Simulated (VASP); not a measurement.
# Sr3Cl4 (Pm-3m) in VASP: a series of runs

Aim: see how the results for Sr3Cl4 move with the level of theory and the settings. Levels: r2SCAN, PBE. Tasks: single point, relaxation of cell and atoms.

Everything below comes from runs of VASP 6.6.1. Logs are shortened: lines on timing, memory, paths and dates and some standing lists are left out, and cuts for length are marked.

**1. The cell of the first run**

The structure is cubic, space group Pm-3m (No. 221). Conventional cell: a = 5.972 Å, b = 5.972 Å, c = 5.972 Å, α = 90.00°, β = 90.00°, γ = 90.00°. Within 3.9 Å of Sr (site symmetry 4/mmm) lie 6 Cl at 2.99 Å. Cl (site symmetry 4/mmm) has 4 Sr at 2.99 Å within 3.9 Å. Within 3.9 Å of Cl (site symmetry m-3m) lie 6 Sr at 2.99 Å.

**2. Single point, r2SCAN**

Input file POSCAR:

```
Sr3Cl4
1.0
    5.9715171830      0.0000000000      0.0000000000
    0.0000000000      5.9715171830      0.0000000000
    0.0000000000      0.0000000000      5.9715171830
Sr Cl
3 4
Direct
    0.5000000000      0.0000000000      0.0000000000
    0.0000000000      0.5000000000      0.0000000000
    0.0000000000      0.0000000000      0.5000000000
    0.0000000000      0.5000000000      0.5000000000
    0.5000000000      0.0000000000      0.5000000000
    0.5000000000      0.5000000000      0.0000000000
    0.0000000000      0.0000000000      0.0000000000
```

Input file INCAR.step1:

```
SYSTEM = Sr3Cl4
ALGO     = Normal         ! electronic algorithm
EDIFF    = 1E-4           ! SCF threshold, eV
ENCUT    = 520            ! plane-wave cutoff, eV
GGA      = PE             ! functional
ISMEAR   = 0              ! smearing method
LASPH    = .True.         ! aspherical terms in the spheres
LCHARG   = .False.        ! write CHGCAR
LREAL    = .False.        ! projectors in reciprocal space
LWAVE    = .True.         ! write WAVECAR
NBANDS   = 38             ! bands
NELM     = 60             ! most SCF steps
PREC     = Accurate       ! precision mode
SIGMA    = 0.1            ! smearing width, eV
```

Input file INCAR.step2:

```
SYSTEM = Sr3Cl4
ALGO     = Normal         ! electronic algorithm
EDIFF    = 1E-7           ! SCF threshold, eV
ENCUT    = 520            ! plane-wave cutoff, eV
ISIF     = 2              ! what is computed and relaxed
ISMEAR   = 0              ! smearing method
ISTART   = 1            
LASPH    = .True.         ! aspherical terms in the spheres
LCHARG   = .False.        ! write CHGCAR
LMIXTAU  = .True.       
LREAL    = .False.        ! projectors in reciprocal space
LWAVE    = .False.        ! write WAVECAR
METAGGA  = R2SCAN         ! meta-GGA
NBANDS   = 38             ! bands
NELM     = 60             ! most SCF steps
PREC     = Accurate       ! precision mode
SIGMA    = 0.1            ! smearing width, eV
```

Input file KPOINTS:

```
k-points
0
Gamma
  6 6 6
  0 0 0
```

Potentials or basis: VASP PAW PBE potentials, release 64 (Sr_sv, Cl).

On the command line:

```console
$ cat potpaw_PBE.64/Sr_sv/POTCAR potpaw_PBE.64/Cl/POTCAR > POTCAR
$ cp INCAR.step1 INCAR
$ mpirun -np 1 vasp_std > vasp.out
$ cp INCAR.step2 INCAR
$ mpirun -np 1 vasp_std > vasp.out
```

OUTCAR:

```text
SYSTEM = Sr3Cl4
   EDIFF = 1E-7
   ENCUT = 520
   ISIF = 2
   ISMEAR = 0
   ISTART = 1
   LASPH = .True.
   LREAL = .False.
   METAGGA = R2SCAN
   NELM = 60
   PREC = Accurate

 ion  position               nearest neighbor table
   1  0.500  0.000  0.000-   5 2.99   6 2.99   7 2.99   5 2.99   6 2.99   7 2.99   3 4.22   2 4.22
                             2 4.22   2 4.22   3 4.22   3 4.22   3 4.22   2 4.22
   2  0.000  0.500  0.000-   4 2.99   6 2.99   7 2.99   4 2.99   7 2.99   6 2.99   3 4.22   1 4.22
                             3 4.22   1 4.22   3 4.22   1 4.22   3 4.22   1 4.22
   3  0.000  0.000  0.500-   4 2.99   5 2.99   7 2.99   7 2.99   4 2.99   5 2.99   2 4.22   2 4.22
                             2 4.22   1 4.22   2 4.22   1 4.22   1 4.22   1 4.22
   4  0.000  0.500  0.500-   2 2.99   3 2.99   2 2.99   3 2.99
   5  0.500  0.000  0.500-   1 2.99   3 2.99   1 2.99   3 2.99
   6  0.500  0.500  0.000-   1 2.99   2 2.99   1 2.99   2 2.99
   7  0.000  0.000  0.000-   1 2.99   2 2.99   3 2.99   3 2.99   2 2.99   1 2.99

  LATTYP: Found a simple cubic cell.
 ALAT       =     5.9715171830

  Lattice vectors:

 A1 = (   5.9715171830,   0.0000000000,   0.0000000000)
 A2 = (   0.0000000000,   5.9715171830,   0.0000000000)
 A3 = (   0.0000000000,   0.0000000000,   5.9715171830)

Analysis of symmetry for initial positions (statically):
=====================================================================
 Subroutine PRICEL returns:
 Original cell was already a primitive cell.

 Routine SETGRP: Setting up the symmetry group for a
 simple cubic supercell.

 Subroutine GETGRP returns: Found 48 space group operations
 (whereof 48 operations were pure point group operations)
 out of a pool of 48 trial point group operations.

The static configuration has the point symmetry O_h .

Analysis of symmetry for dynamics (positions and initial velocities):
=====================================================================
 Subroutine PRICEL returns:
 Original cell was already a primitive cell.

 Routine SETGRP: Setting up the symmetry group for a
 simple cubic supercell.

 Subroutine GETGRP returns: Found 48 space group operations
 (whereof 48 operations were pure point group operations)
 out of a pool of 48 trial point group operations.

The dynamic configuration has the point symmetry O_h .

 Subroutine INISYM returns: Found 48 space group operations
[... 103 lines left out ...]
   LREAL  =      F    real-space projection
   EDIFFG = 0.1E-05   stopping-criterion for IOM
   NSW    =      0    number of steps for IOM
   IBRION =     -1    ionic relax: 0-MD 1-quasi-New 2-CG
   NFREE  =      0    steps in history (QN), initial steepest desc. (CG)
   ISIF   =      2    stress and relaxation
   ISYM   =      2    0-nonsym 1-usesym 2-fastsym
   POTIM  = 0.5000    time-step for ionic-motion
   TEBEG  =    0.0;   TEEND  =   0.0 temperature during run
   PSTRESS=    0.0 pullay stress
   NELECT =      58.0000    total number of electrons
   NUPDOWN=      -1.0000    fix difference up-down
   EMIN   =  10.00;   EMAX   =-10.00  energy-range for DOS
   EFERMI =   0.00;   METHOD = LEGACY
   ISMEAR =     0;   SIGMA  =   0.10  broadening in eV -4-tet -1-fermi 0-gaus
   EFERMI_NEDOS =   21; number of points for ismear=-14 and -15
   IALGO  =     38    algorithm
   IMIX   =      4    mixing-type and parameters
     AMIX     =   0.40;   BMIX     =  1.00
     AMIX_MAG =   1.60;   BMIX_MAG =  1.00
  volume/ion in A,a.u.               =      30.42       205.28
  Fermi-wavevector in a.u.,A,eV,Ry     =   1.061205  2.005388 15.322297  1.126157
  Thomas-Fermi vector in A             =   2.196613
   LORBIT       =      0    0 simple, 1 ext, 2 COOP (PROOUT), +10 PAW based schemes
   METAGGA = R2SCAN    functional components
   LHFCALC =     F    Hartree Fock is set to
   AEXX    =    0.0000 exact exchange contribution
   IVDW    =     0    specifies the selected vdW correction
   LEPSILON=     F    determine dielectric tensor
   LRPA    =     F    only Hartree local field effects (RPA)
 non-spin polarized calculation
 Gauss-broadening in eV      SIGMA  =   0.10
  energy-cutoff  :      520.00
  volume of cell :      212.94
 maximum number of plane-waves:      5832
 NGX is ok and might be reduce to    48
   NGX = 23   NGY = 23   NGZ = 23

 number of electron      57.9999991 magnetization

 Free energy of the ion-electron system (eV)
  ---------------------------------------------------
  ext. energy  EPLUGINS =         0.00000000
  ---------------------------------------------------
  free energy    TOTEN  =       -84.56248773 eV

  energy without entropy =      -84.54544600  energy(sigma->0) =      -84.55396686

 E-fermi :   4.9878     XC(G=0):  -8.6481

 val. band max:        4.9706069884   @ k =   0.3333   0.0000   0.0000
 cond. band min:       4.9962206997   @ k =   0.3333   0.3333   0.0000
 fundamental gap:      0.0256137113
 Fermi energy:         4.9877729328

 k-point     1 :       0.0000    0.0000    0.0000
  band No.  band energies     occupation
      1     -34.0471      2.00000
      2     -34.0261      2.00000
      3     -34.0261      2.00000
      4     -15.6226      2.00000
      5     -15.6226      2.00000
      6     -15.6226      2.00000
[... 809 lines left out ...]
     37       7.9794      0.00000
     38       7.9794      0.00000

------------------------ aborting loop because EDIFF is reached ----------------------------------------

  FORCE on cell =-STRESS in cart. coord.  units (eV):
  Direction    XX          YY          ZZ          XY          YZ          ZX
  --------------------------------------------------------------------------------------
  -------------------------------------------------------------------------------------
  Total       -1.1702362     -1.1702362     -1.1702362     -0.0000000     -0.0000000      0.0000000
  in kB       -8.8050140     -8.8050140     -8.8050140     -0.0000000     -0.0000000      0.0000000
  external PRESSURE =      -8.8050140 kB  Pullay stress =       0.0000000 kB

 VOLUME and BASIS-vectors are now :
 -----------------------------------------------------------------------------
  energy-cutoff  :      520.00
  volume of cell :      212.94
      direct lattice vectors                 reciprocal lattice vectors
     5.971517183  0.000000000  0.000000000     0.167461630  0.000000000  0.000000000
     0.000000000  5.971517183  0.000000000     0.000000000  0.167461630  0.000000000
     0.000000000  0.000000000  5.971517183     0.000000000  0.000000000  0.167461630

 POSITION                                       TOTAL-FORCE (eV/Angst)
 -----------------------------------------------------------------------------------
      2.98576      0.00000      0.00000         0.000000      0.000000      0.000000
      0.00000      2.98576      0.00000         0.000000      0.000000      0.000000
      0.00000      0.00000      2.98576         0.000000      0.000000      0.000000
      0.00000      2.98576      2.98576         0.000000      0.000000      0.000000
      2.98576      0.00000      2.98576         0.000000      0.000000      0.000000
      2.98576      2.98576      0.00000         0.000000      0.000000      0.000000
      0.00000      0.00000      0.00000         0.000000      0.000000      0.000000
 -----------------------------------------------------------------------------------
    total drift:                                0.000000      0.000000      0.000000

  FREE ENERGIE OF THE ION-ELECTRON SYSTEM (eV)
  ---------------------------------------------------
  free  energy   TOTEN  =       -84.5624877272 eV

  energy  without entropy=      -84.5454459972  energy(sigma->0) =      -84.55396686
```

Wall time 13 min (1 thread of Oxide Virtual Turin-like, shared host); peak memory 0.4 GiB.

Results:

| Property | Result |
| --- | --- |
| Free energy | -84.5625 eV |
| Pressure | -0.9 GPa |
| Band gap on the k mesh | zero (bands 29 and 30 overlap by 2.44 eV) |

Levels at points of the mesh, in eV from the Fermi level:
```tsv
k point	band 25	band 26	band 27	band 28	band 29	band 30	band 31	band 32
(0.00, 0.00, 0.00)	-6.78	-6.28	-6.28	-6.28	-1.01	-1.01	-1.01	-0.82
(0.50, 0.00, 0.00)	-6.82	-6.51	-6.40	-6.40	-0.76	0.35	0.81	0.81
(0.50, 0.50, 0.00)	-6.92	-6.92	-6.59	-6.10	0.81	1.15	1.15	1.34
(0.50, 0.50, 0.50)	-7.25	-7.25	-6.14	-6.14	1.42	1.76	1.76	1.76
```

Caveat: the PAW data sets were made with another functional, which shifts forces and pressure a little.

**3. Relaxation of cell and atoms, PBE**

This run uses another cell than the first one, of 29.96 Å³/atom.

Input file INCAR:

```
SYSTEM = Sr3Cl4
PREC = Accurate ; ENCUT = 600
EDIFF = 1E-6 ; ISMEAR = 0
SIGMA = 0.1 ; LREAL = .False.
LASPH = .True. ; NELM = 80
ALGO = Normal ; ISIF = 3
LWAVE = .False. ; LCHARG = .False.
GGA = PE ; IBRION = 2
NSW = 100 ; EDIFFG = -0.01
```

Input file KPOINTS:

```
Automatic mesh
0
Gamma
  6 6 6
  0 0 0
```

POSCAR: that of step 2 with these lines changed.

```diff
@@ -2,5 +2,5 @@
 1.0
-    5.9715171830      0.0000000000      0.0000000000
-    0.0000000000      5.9715171830      0.0000000000
-    0.0000000000      0.0000000000      5.9715171830
+    5.9411195091      0.0000000000      0.0000000000
+    0.0000000000      5.9411195091      0.0000000000
+    0.0000000000      0.0000000000      5.9411195091
 Sr Cl
```

Potentials or basis: VASP PAW PBE potentials, release 64 (Sr_sv, Cl).

On the command line:

```console
$ cat potpaw_PBE.64/Sr_sv/POTCAR potpaw_PBE.64/Cl/POTCAR > POTCAR
$ mpirun -np 1 vasp_std > vasp.out
```

Wall time 7.8 min (1 thread of Oxide Virtual Turin-like, shared host); peak memory 0.39 GiB.

It converged, with:

* Free energy: -25.4518 eV
* Relaxed volume: 30.63 Å³/atom
* Relaxed cell: a = 5.985 Å, b = 5.985 Å, c = 5.985 Å, α = 90.00°, β = 90.00°, γ = 90.00°
* Space group after relaxing (to 0.1 Å): Pm-3m (No. 221)
* Energy gained by relaxing: 1.1 meV/atom
* Ionic steps: 3
* Pressure after relaxing: 0.0 GPa
* Band gap on the k mesh: zero (bands 29 and 30 overlap by 2.27 eV)

The path:
```tsv
step	energy change (eV)	largest force (eV/Å)	pressure (GPa)	volume (Å³)
1	0.0000	0.0000	0.54	209.70
2	-0.0067	0.0000	0.17	212.78
3	-0.0076	0.0000	0.00	214.43
```

Final structure:
```yaml
crystal:
  lattice:
    - [5.98544, 0.00000, 0.00000]
    - [0.00000, 5.98544, 0.00000]
    - [0.00000, 0.00000, 5.98544]
  atoms:
    - { symbol: Sr, position: [0.50000, 0.00000, 0.00000] }
    - { symbol: Sr, position: [0.00000, 0.50000, 0.00000] }
    - { symbol: Sr, position: [0.00000, 0.00000, 0.50000] }
    - { symbol: Cl, position: [0.00000, 0.50000, 0.50000] }
    - { symbol: Cl, position: [0.50000, 0.00000, 0.50000] }
    - { symbol: Cl, position: [0.50000, 0.50000, 0.00000] }
    - { symbol: Cl, position: [0.00000, 0.00000, 0.00000] }
```

Levels at points of the mesh, in eV from the Fermi level:
```tsv
k point	band 25	band 26	band 27	band 28	band 29	band 30	band 31	band 32
(0.00, 0.00, 0.00)	-6.13	-5.63	-5.63	-5.63	-1.00	-0.93	-0.93	-0.93
(0.50, 0.00, 0.00)	-6.17	-5.86	-5.76	-5.76	-0.69	0.14	0.82	0.82
(0.50, 0.50, 0.00)	-6.28	-6.28	-5.95	-5.46	0.81	1.15	1.15	1.16
(0.50, 0.50, 0.50)	-6.60	-6.60	-5.50	-5.50	1.33	1.71	1.71	1.71
```

The gap in the log of VASP goes by the Fermi energy; the results here count the filled bands.